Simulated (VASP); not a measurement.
Here is a VASP 6.6.1 calculation.

The input INCAR:

```
PREC = Accurate
ENCUT = 520
EDIFF = 1E-6
ISMEAR = -1
SIGMA = 0.002
LREAL = Auto
LASPH = True
NELM = 150
ALGO = Normal
ISIF = 2
LWAVE = False
LCHARG = False
ISPIN = 2
MAGMOM = 0 0 0 0 0 0 0 0 0 0 0 0 0 0 0 0 0
LORBIT = 11
GGA = PS
NBANDS = 53
```

The input KPOINTS:

```
Automatic mesh
0
Gamma
  2 2 2
```

Contents of POSCAR:

```
Si16O
1.0
    0.0000000000      5.4300000000      5.4300000000
    5.4300000000      0.0000000000      5.4300000000
    5.4300000000      5.4300000000      0.0000000000
Si O
16 1
Direct
    0.0359208103     -0.0400644567     -0.0468600368
    0.1561325967      0.1246777164      0.0454511971
    0.0546777164     -0.0248434622      0.4547882136
    0.1412338858      0.1147697974      0.5965561694
   -0.0185635359      0.4782320442      0.0240331492
    0.0379742173      0.5972928177      0.2216942910
   -0.0759760589      0.4749815838      0.6118508287
    0.1179281768      0.6098250460      0.6558103131
    0.5323572744      0.0186187845     -0.0212154696
    0.6739042357      0.1328545120      0.0682320442
    0.5244198895      0.0458931860      0.4330202578
    0.6371362799      0.1797882136      0.5759944751
    0.4193462247      0.4808563536      0.0744475138
    0.5939134438      0.6236740331      0.1374861878
    0.4607550645      0.5577532228      0.4762246777
    0.5710497238      0.6978453039      0.6188950276
    0.3772744015      0.6667403315      0.8419889503
```

Potentials or basis: VASP PAW PBE potentials, release 64 (Si, O).

The run is started by

```console
$ cat potpaw_PBE.64/Si/POTCAR potpaw_PBE.64/O/POTCAR > POTCAR
$ mpirun -np 1 vasp_std > vasp.out
```

Q: Predict the pressure.

A: 1.0 GPa.

Q: Estimate the largest force.

A: 3.753 eV/Å.

Q: Predict the band gap on the k mesh.

A: 0.14 eV.

Forces in eV/Å, atoms in the order of the input:
```
Si   0.642  1.615 -0.718
Si   0.547  1.718 -0.681
Si   0.579 -1.848 -0.186
Si  -0.376 -0.774  0.911
Si   1.032 -0.140 -0.305
Si  -0.328  0.167  0.265
Si  -0.684 -0.210  0.738
Si   0.864 -1.459 -0.978
Si  -2.340 -2.314 -1.803
Si   1.498 -0.121  0.693
Si   1.776  0.324  0.478
Si  -0.612  1.193 -0.406
Si   0.523  0.411  0.447
Si  -1.650 -1.691  1.727
Si   0.278  2.989  0.365
Si  -2.671 -0.393  0.234
O    0.921  0.533 -0.779
```

Caveat: the k points lie up to 0.50 Å⁻¹ apart; the PAW data sets were made with another functional, which shifts forces and pressure a little.
